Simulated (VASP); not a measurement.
# BN in VASP: a series of runs, part 2 of 2

VASP 6.6.1. The steps go on from the part before.

## (5) Single point, r2SCAN (uniaxial x strain +5.7%)

Contents of POSCAR:

```
BN
1.0
    0.0000000000      1.8048245542      1.8048245542
    1.9082410012      0.0000000000      1.8048245542
    1.9082410012      1.8048245542      0.0000000000
B N
1 1
Direct
    0.0000000000      0.0000000000      0.0000000000
    0.2500000000      0.2500000000      0.2500000000
```

Contents of INCAR.step1:

```
SYSTEM = BN
ALGO     = Normal         ! electronic algorithm
EDIFF    = 1E-4           ! SCF threshold, eV
ENCUT    = 520            ! plane-wave cutoff, eV
GGA      = PE             ! functional
ISMEAR   = 0              ! smearing method
LASPH    = .True.         ! aspherical terms in the spheres
LCHARG   = .False.        ! write CHGCAR
LREAL    = .False.        ! projectors in reciprocal space
LWAVE    = .True.         ! write WAVECAR
NBANDS   = 11             ! bands
NELM     = 60             ! most SCF steps
PREC     = Accurate       ! precision mode
SIGMA    = 0.01           ! smearing width, eV
```

Contents of INCAR.step2:

```
SYSTEM = BN
ALGO     = Normal         ! electronic algorithm
EDIFF    = 1E-7           ! SCF threshold, eV
ENCUT    = 520            ! plane-wave cutoff, eV
ISIF     = 2              ! what is computed and relaxed
ISMEAR   = 0              ! smearing method
ISTART   = 1            
LASPH    = .True.         ! aspherical terms in the spheres
LCHARG   = .True.         ! write CHGCAR
LELF     = .True.         ! ELF
LMIXTAU  = .True.       
LREAL    = .False.        ! projectors in reciprocal space
LVHAR    = .True.       
LWAVE    = .False.        ! write WAVECAR
METAGGA  = R2SCAN         ! meta-GGA
NBANDS   = 11             ! bands
NELM     = 60             ! most SCF steps
PREC     = Accurate       ! precision mode
SIGMA    = 0.01           ! smearing width, eV
```

Contents of KPOINTS:

```
k-points
0
Gamma
  12 12 12
  0 0 0
```

Potentials or basis: VASP PAW PBE potentials, release 64 (B, N).

Started as:

```sh
cat potpaw_PBE.64/B/POTCAR potpaw_PBE.64/N/POTCAR > POTCAR
cp INCAR.step1 INCAR
mpirun -np 1 vasp_std > vasp.out
cp INCAR.step2 INCAR
mpirun -np 1 vasp_std > vasp.out
```

OUTCAR:

```text
SYSTEM = BN
   EDIFF = 1E-7
   ENCUT = 520
   ISIF = 2
   ISMEAR = 0
   ISTART = 1
   LASPH = .True.
   LREAL = .False.
   METAGGA = R2SCAN
   NELM = 60
   PREC = Accurate

 ion  position               nearest neighbor table
   1  0.000  0.000  0.000-   2 1.59   2 1.59   2 1.59   2 1.59
   2  0.250  0.250  0.250-   1 1.59   1 1.59   1 1.59   1 1.59

  LATTYP: Found a body centered tetragonal cell.
 ALAT       =     2.5524073623
 C/A-ratio  =     1.4952479995

  Lattice vectors:

 A1 = (   1.9082410012,   0.0000000000,   1.8048245542)
 A2 = (   1.9082410012,   0.0000000000,  -1.8048245542)
 A3 = (  -1.9082410012,   1.8048245542,   0.0000000000)

Analysis of symmetry for initial positions (statically):
=====================================================================
 Subroutine PRICEL returns:
 Original cell was already a primitive cell.

 Routine SETGRP: Setting up the symmetry group for a
 body centered tetragonal supercell.

 Subroutine GETGRP returns: Found  8 space group operations
 (whereof  8 operations were pure point group operations)
 out of a pool of 16 trial point group operations.

The static configuration has the point symmetry D_2d.

Analysis of symmetry for dynamics (positions and initial velocities):
=====================================================================
 Subroutine PRICEL returns:
 Original cell was already a primitive cell.

 Routine SETGRP: Setting up the symmetry group for a
 body centered tetragonal supercell.

 Subroutine GETGRP returns: Found  8 space group operations
 (whereof  8 operations were pure point group operations)
 out of a pool of 16 trial point group operations.

The dynamic configuration has the point symmetry D_2d.

 Subroutine INISYM returns: Found  8 space group operations
 (whereof  8 operations are pure point group operations),
 and found     1 'primitive' translations

----------------------------------------------------------------------------------------

                                     Primitive cell

  volume of cell :      12.4318

  direct lattice vectors                    reciprocal lattice vectors
     0.000000000  1.804824554  1.804824554    -0.262021411  0.277035238  0.277035238
     1.908241001  0.000000000  1.804824554     0.262021411 -0.277035238  0.277035238
     1.908241001  1.804824554  0.000000000     0.262021411  0.277035238 -0.277035238

  length of vectors
     2.552407362  2.626551996  2.626551996     0.471330315  0.471330315  0.471330315

  position of ions in fractional coordinates (direct lattice)
     0.000000000  0.000000000  0.000000000
     0.250000000  0.250000000  0.250000000

  ion indices of the primitive-cell ions
   primitive index   ion index
                 1           1
                 2           2

----------------------------------------------------------------------------------------

 KPOINTS: k-points

Automatic generation of k-mesh.
 Grid dimensions read from file:
 generate k-points for:   12   12   12

 Generating k-lattice:

  Cartesian coordinates                     Fractional coordinates (reciprocal lattice)
    -0.021835118  0.023086270  0.023086270     0.083333333  0.000000000  0.000000000
[... 21 lines left out ...]
  0.416667 -0.000000 -0.000000      8.000000
[... 16 lines left out ...]
  0.500000  0.166667 -0.000000     16.000000
 -0.416667  0.166667  0.000000     16.000000
 [... further k-points ...]
   k-points           NKPTS =    163   k-points in BZ     NKDIM =    163   number of bands    NBANDS=     11
   number of dos      NEDOS =    301   number of ions     NIONS =      2
   total plane-waves  NPLWV =   8000
   dimension x,y,z NGX =    20 NGY =   20 NGZ =   20
   dimension x,y,z NGXF=    40 NGYF=   40 NGZF=   40
   ions per type =               1   1
   NGX,Y,Z   is equivalent  to a cutoff of  13.03, 12.66, 12.66 a.u.
   NGXF,Y,Z  is equivalent  to a cutoff of  26.05, 25.32, 25.32 a.u.
 SYSTEM =  BN
   PREC   = accura    normal or accurate (medium, high low for compatibility)
   ISTART =      1    job   : 0-new  1-cont  2-samecut
   ICHARG =      0    charge: 1-file 2-atom 10-const
   ISPIN  =      1    spin polarized calculation?
   LNONCOLLINEAR =      F non collinear calculations
   LSORBIT =      F    spin-orbit coupling
   LASPH  =      T    aspherical Exc in radial PAW
   ENCUT  =  520.0 eV  38.22 Ry    6.18 a.u.   4.75  4.88  4.88*2*pi/ulx,y,z
   NELM   =     60;   NELMIN=  2; NELMDL=  0     # of ELM steps
   EDIFF  = 0.1E-06   stopping-criterion for ELM
   LREAL  =      F    real-space projection
   EDIFFG = 0.1E-05   stopping-criterion for IOM
   NSW    =      0    number of steps for IOM
   IBRION =     -1    ionic relax: 0-MD 1-quasi-New 2-CG
   NFREE  =      0    steps in history (QN), initial steepest desc. (CG)
   ISIF   =      2    stress and relaxation
   ISYM   =      2    0-nonsym 1-usesym 2-fastsym
   POTIM  = 0.5000    time-step for ionic-motion
   TEBEG  =    0.0;   TEEND  =   0.0 temperature during run
   PSTRESS=    0.0 pullay stress
   NELECT =       8.0000    total number of electrons
   NUPDOWN=      -1.0000    fix difference up-down
   EMIN   =  10.00;   EMAX   =-10.00  energy-range for DOS
   EFERMI =   0.00;   METHOD = LEGACY
   ISMEAR =     0;   SIGMA  =   0.01  broadening in eV -4-tet -1-fermi 0-gaus
   EFERMI_NEDOS =   21; number of points for ismear=-14 and -15
   IALGO  =     38    algorithm
   IMIX   =      4    mixing-type and parameters
     AMIX     =   0.40;   BMIX     =  1.00
     AMIX_MAG =   1.60;   BMIX_MAG =  1.00
  volume/ion in A,a.u.               =       6.22        41.95
  Fermi-wavevector in a.u.,A,eV,Ry     =   1.413385  2.670910 27.179769  1.997657
  Thomas-Fermi vector in A             =   2.535036
   LORBIT       =      0    0 simple, 1 ext, 2 COOP (PROOUT), +10 PAW based schemes
   METAGGA = R2SCAN    functional components
   LHFCALC =     F    Hartree Fock is set to
   AEXX    =    0.0000 exact exchange contribution
   IVDW    =     0    specifies the selected vdW correction
   LEPSILON=     F    determine dielectric tensor
   LRPA    =     F    only Hartree local field effects (RPA)
 non-spin polarized calculation
 Gauss-broadening in eV      SIGMA  =   0.01
  energy-cutoff  :      520.00
  volume of cell :       12.43
 maximum number of plane-waves:       344
   NGX =  9   NGY =  9   NGZ =  9

 number of electron       8.0000001 magnetization

 Free energy of the ion-electron system (eV)
  ---------------------------------------------------
  ext. energy  EPLUGINS =         0.00000000
  ---------------------------------------------------
  free energy    TOTEN  =       -19.08264992 eV

  energy without entropy =      -19.08264992  energy(sigma->0) =      -19.08264992

 E-fermi :   6.8795     XC(G=0): -13.3792

 val. band max:        6.8297325254   @ k =   0.0000   0.0000   0.0000
 cond. band min:      11.2486379713   @ k =   0.5000   0.5000   0.0000
 fundamental gap:      4.4189054459
 Fermi energy:         6.8794939625

 k-point     1 :       0.0000    0.0000    0.0000
  band No.  band energies     occupation
      1     -14.0752      2.00000
      2       6.2355      2.00000
      3       6.8297      2.00000
      4       6.8297      2.00000
      5      15.8013      0.00000
      6      15.8013      0.00000
      7      16.1982      0.00000
      8      16.7953      0.00000
      9      31.7838      0.00000
     10      32.9893      0.00000
     11      34.0178      0.00000
[... 309 lines left out ...]
 k-point    24 :      -0.4167    0.1667    0.0000
  band No.  band energies     occupation
      1      -9.6567      2.00000
      2      -3.2556      2.00000
      3       2.6966      2.00000
      4       3.9198      2.00000
      5      15.9260      0.00000
      6      18.5827      0.00000
      7      19.9790      0.00000
      8      22.7673      0.00000
      9      28.0606      0.00000
     10      32.6645      0.00000
     11      33.7601      0.00000

 [... further k-points ...]

------------------------ aborting loop because EDIFF is reached ----------------------------------------

  FORCE on cell =-STRESS in cart. coord.  units (eV):
  Direction    XX          YY          ZZ          XY          YZ          ZX
  --------------------------------------------------------------------------------------
  -------------------------------------------------------------------------------------
  Total       -3.3556041     -0.5064330     -0.5064330     -0.0000000      0.0000000     -0.0000000
  in kB     -432.4621453    -65.2678581    -65.2678581     -0.0000000      0.0000000     -0.0000000
  external PRESSURE =    -187.6659539 kB  Pullay stress =       0.0000000 kB

 VOLUME and BASIS-vectors are now :
 -----------------------------------------------------------------------------
  energy-cutoff  :      520.00
  volume of cell :       12.43
      direct lattice vectors                 reciprocal lattice vectors
     0.000000000  1.804824554  1.804824554    -0.262021411  0.277035238  0.277035238
     1.908241001  0.000000000  1.804824554     0.262021411 -0.277035238  0.277035238
     1.908241001  1.804824554  0.000000000     0.262021411  0.277035238 -0.277035238

 POSITION                                       TOTAL-FORCE (eV/Angst)
 -----------------------------------------------------------------------------------
      0.00000      0.00000      0.00000        -0.000000     -0.000000      0.000000
      0.95412      0.90241      0.90241         0.000000      0.000000     -0.000000
 -----------------------------------------------------------------------------------
    total drift:                                0.000000     -0.000000     -0.000000

  FREE ENERGIE OF THE ION-ELECTRON SYSTEM (eV)
  ---------------------------------------------------
  free  energy   TOTEN  =       -19.0826499198 eV

  energy  without entropy=      -19.0826499198  energy(sigma->0) =      -19.08264992
```

It took 1.9 min on 1 thread of Intel Xeon 8259CL, shared host; peak memory 0.14 GiB.

Results:

```yaml
Free_energy: -19.0826 eV
Pressure: -18.8 GPa
Band_gap_on_the_k_mesh: 4.42 eV (least direct gap 8.97 eV)
```

Caveat: the cell differs from its parent crystal (uniaxial x strain +5.7%); the cell stands under tension; the PAW data sets were made with another functional, which shifts forces and pressure a little. A k mesh can miss the band edges.

## (6) Single point, HSE06 (strain -2.8%)

Contents of POSCAR:

```
BN
1.0
    0.0000000000      1.7546504316      1.7546504316
    1.7546504316      0.0000000000      1.7546504316
    1.7546504316      1.7546504316      0.0000000000
B N
1 1
Direct
    0.0000000000      0.0000000000      0.0000000000
    0.2500000000      0.2500000000      0.2500000000
```

Contents of INCAR.step1:

```
SYSTEM = BN
PREC = Accurate
ENCUT = 520
EDIFF = 1E-5
ISMEAR = 0
SIGMA = 0.01
LREAL = .False.
LASPH = .True.
NELM = 60
ALGO = Normal
ISIF = 2
LWAVE = .True.
LCHARG = .False.
GGA = PE
NBANDS = 11
```

Contents of INCAR.step2:

```
SYSTEM = BN
PREC = Accurate
ENCUT = 520
EDIFF = 1E-6
ISMEAR = 0
SIGMA = 0.01
LREAL = .False.
LASPH = .True.
NELM = 60
ALGO = Normal
ISIF = 2
LWAVE = .False.
LCHARG = .False.
GGA = PE
LHFCALC = .True.
HFSCREEN = 0.2079
PRECFOCK = Normal
ISTART = 1
NBANDS = 11
```

Contents of KPOINTS:

```
Automatic mesh
0
Gamma
  8 8 8
  0 0 0
```

Potentials or basis: VASP PAW PBE potentials, release 64 (B, N).

Started as:

```sh
cat potpaw_PBE.64/B/POTCAR potpaw_PBE.64/N/POTCAR > POTCAR
cp INCAR.step1 INCAR
mpirun -np 1 vasp_std > vasp.out
cp INCAR.step2 INCAR
mpirun -np 1 vasp_std > vasp.out
```

OUTCAR:

```text
SYSTEM = BN
   PREC = Accurate
   ENCUT = 520
   EDIFF = 1E-6
   ISMEAR = 0
   LREAL = .False.
   LASPH = .True.
   NELM = 60
   ISIF = 2
   GGA = PE
   LHFCALC = .True.
   HFSCREEN = 0.2079
   PRECFOCK = Normal
   ISTART = 1

 ion  position               nearest neighbor table
   1  0.000  0.000  0.000-   2 1.52   2 1.52   2 1.52   2 1.52
   2  0.250  0.250  0.250-   1 1.52   1 1.52   1 1.52   1 1.52

  LATTYP: Found a face centered cubic cell.
 ALAT       =     3.5093008632

[... 532 lines left out ...]

------------------------ aborting loop because EDIFF is reached ----------------------------------------

  FORCE on cell =-STRESS in cart. coord.  units (eV):
  Direction    XX          YY          ZZ          XY          YZ          ZX
  --------------------------------------------------------------------------------------
  -------------------------------------------------------------------------------------
  Total        2.3364740      2.3364740      2.3364740     -0.0000000     -0.0000000     -0.0000000
  in kB      346.4732501    346.4732501    346.4732501     -0.0000000     -0.0000000     -0.0000000
  external PRESSURE =     346.4732501 kB  Pullay stress =       0.0000000 kB

 VOLUME and BASIS-vectors are now :
 -----------------------------------------------------------------------------
  energy-cutoff  :      520.00
  volume of cell :       10.80
      direct lattice vectors                 reciprocal lattice vectors
     0.000000000  1.754650432  1.754650432    -0.284957044  0.284957044  0.284957044
     1.754650432  0.000000000  1.754650432     0.284957044 -0.284957044  0.284957044
     1.754650432  1.754650432  0.000000000     0.284957044  0.284957044 -0.284957044

 POSITION                                       TOTAL-FORCE (eV/Angst)
 -----------------------------------------------------------------------------------
      0.00000      0.00000      0.00000         0.000000      0.000000     -0.000000
      0.87733      0.87733      0.87733        -0.000000     -0.000000      0.000000
 -----------------------------------------------------------------------------------
    total drift:                                0.000000      0.000000     -0.000000

  FREE ENERGIE OF THE ION-ELECTRON SYSTEM (eV)
  ---------------------------------------------------
  free  energy   TOTEN  =       -20.2414101573 eV

  energy  without entropy=      -20.2414101573  energy(sigma->0) =      -20.24141016
```

OUTCAR.step1:

```text
SYSTEM = BN
   PREC = Accurate
   ENCUT = 520
   EDIFF = 1E-5
   ISMEAR = 0
   LREAL = .False.
   LASPH = .True.
[... 557 lines left out ...]
      0.00000      0.00000      0.00000         0.000000     -0.000000      0.000000
      0.87733      0.87733      0.87733        -0.000000      0.000000     -0.000000
 -----------------------------------------------------------------------------------
    total drift:                                0.000000      0.000000     -0.000000

  FREE ENERGIE OF THE ION-ELECTRON SYSTEM (eV)
  ---------------------------------------------------
  free  energy   TOTEN  =       -17.3089160176 eV

  energy  without entropy=      -17.3089160176  energy(sigma->0) =      -17.30891602
```

OSZICAR.step1:

```text
N       E                     dE             d eps       ncg     rms          rms(c)
DAV:   1     0.116580905961E+02    0.11658E+02   -0.52196E+03   646   0.735E+02
DAV:   2    -0.178256744500E+02   -0.29484E+02   -0.28586E+02   756   0.171E+02
DAV:   3    -0.184253987804E+02   -0.59972E+00   -0.59909E+00   752   0.207E+01
DAV:   4    -0.184259690268E+02   -0.57025E-03   -0.57024E-03   692   0.731E-01
DAV:   5    -0.184259694560E+02   -0.42915E-06   -0.42912E-06   737   0.200E-02    0.725E+00
DAV:   6    -0.174293130282E+02    0.99666E+00   -0.28176E+00   656   0.101E+01    0.361E+00
DAV:   7    -0.173253291228E+02    0.10398E+00   -0.15246E-01   725   0.313E+00    0.205E+00
DAV:   8    -0.173085955230E+02    0.16734E-01   -0.39088E-02   733   0.147E+00    0.245E-01
DAV:   9    -0.173088367781E+02   -0.24126E-03   -0.83463E-04   671   0.263E-01    0.916E-02
DAV:  10    -0.173089116692E+02   -0.74891E-04   -0.10675E-04   700   0.881E-02    0.162E-02
DAV:  11    -0.173089160176E+02   -0.43484E-05   -0.69949E-06   636   0.223E-02
   1 F= -.17308916E+02 E0= -.17308916E+02  d E =-.297616-100
```

Run time: 11 min. Hardware: 1 thread of Intel Xeon 8259CL, shared host; peak memory 0.22 GiB.

Results:

```
Free energy            : -20.2414 eV
Pressure               : 34.6 GPa
Band gap on the k mesh : 5.89 eV (least direct gap 11.01 eV)
```

Levels at points of the mesh, in eV from the valence-band top:
| k point | band 1 | band 2 | band 3 | band 4 | band 5 | band 6 | band 7 | band 8 |
| --- | --- | --- | --- | --- | --- | --- | --- | --- |
| (0.00, 0.00, 0.00) | -23.20 | 0.00 | 0.00 | 0.00 | 11.01 | 11.01 | 11.01 | 13.70 |
| (0.50, 0.00, 0.00) | -18.22 | -12.53 | -2.29 | -2.29 | 13.03 | 13.03 | 13.10 | 18.32 |
| (0.50, 0.50, 0.00) | -16.60 | -10.41 | -5.80 | -5.80 | 5.89 | 11.26 | 21.94 | 21.94 |

Caveat: the cell differs from its parent crystal (strain -2.8%); the cell stands under pressure; the PAW data sets were made with another functional, which shifts forces and pressure a little. A k mesh can miss the band edges.

## (7) The runs side by side

| level | cell | k mesh | smearing | grid for exact exchange (PRECFOCK) | share of exact exchange | screening parameter | gap on the mesh (eV) | pressure (GPa) |
| --- | --- | --- | --- | --- | --- | --- | --- | --- |
| PBE | a = 2.481 Å, angles 60.0°, 2 atoms | 12 × 12 × 12 | fermi-dirac 0.02 eV | - | - | - | 4.55 | 43.6 |
| r2SCAN | a = 2.481 Å, angles 60.0°, 2 atoms | 12 × 12 × 12 | gaussian 0.01 eV | - | - | - | 5.08 | 40.1 |
| PBE | a = 2.552, b = 2.627, c = 2.627 Å, angles 58.1, 60.9, 60.9°, 2 atoms | 12 × 12 × 12 | fermi-dirac 0.02 eV | - | - | - | 3.92 | -14.7 |
| r2SCAN | a = 2.552, b = 2.627, c = 2.627 Å, angles 58.1, 60.9, 60.9°, 2 atoms | 12 × 12 × 12 | gaussian 0.01 eV | - | - | - | 4.42 | -18.8 |
| HSE06 | a = 2.481 Å, angles 60.0°, 2 atoms | 8 × 8 × 8 | gaussian 0.01 eV | Normal | 0.25 | 0.2079 1/Å | 5.89 | 34.6 |

Alike in all rows: task single point; potentials or basis VASP PAW PBE potentials, release 64 (B, N); no spin polarisation; cutoff (eV) 520.

Caveats: the cell stands under pressure (at least some runs); the PAW data sets were made with another functional, which shifts forces and pressure a little (at least some runs); the cell stands under tension (at least some runs).

Absolute energies hang on the potentials; compare differences alone.
